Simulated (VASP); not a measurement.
Input of a VASP 6.6.1 run:

INCAR

```
  PREC = Accurate
  ENCUT = 520
  EDIFF = 1E-7
  ISMEAR = -1
  SIGMA = 0.05
  LREAL = False
  LASPH = True
  NELM = 60
  ALGO = Normal
  ISIF = 2
  LWAVE = False
  LCHARG = False
  GGA = PE
  NBANDS = 12
```

KPOINTS

```
Automatic mesh
0
Gamma
  9 9 9
```

File POSCAR:

```
Sb
1.0
    2.0758155868      1.1532306756      3.6931162498
   -2.2253850772      1.2177486856      3.7576342598
   -0.0189105096     -2.5394593611      3.7812494904
Sb
2
Direct
    0.2336400000      0.2336400000      0.2336400000
    0.7663600000      0.7663600000      0.7663600000
```

Potentials or basis: VASP PAW PBE potentials, release 64 (Sb).

The run is started by

```sh
$ cat potpaw_PBE.64/Sb/POTCAR > POTCAR
$ mpirun -np 1 vasp_std > vasp.out
```

(1) Predict the pressure.

(2) Estimate the largest force.

(3) What does it give for the band gap on the k mesh?

Results:

(1) 3.3 GPa.

(2) 0.305 eV/Å.

(3) zero (bands 5 and 6 overlap by 0.11 eV).

Caveat: the cell differs from its parent crystal (equal xy, yz and zx shear strains of -3 %); the cell stands under pressure; spin-orbit coupling is left out, which moves the levels of the heavy elements.
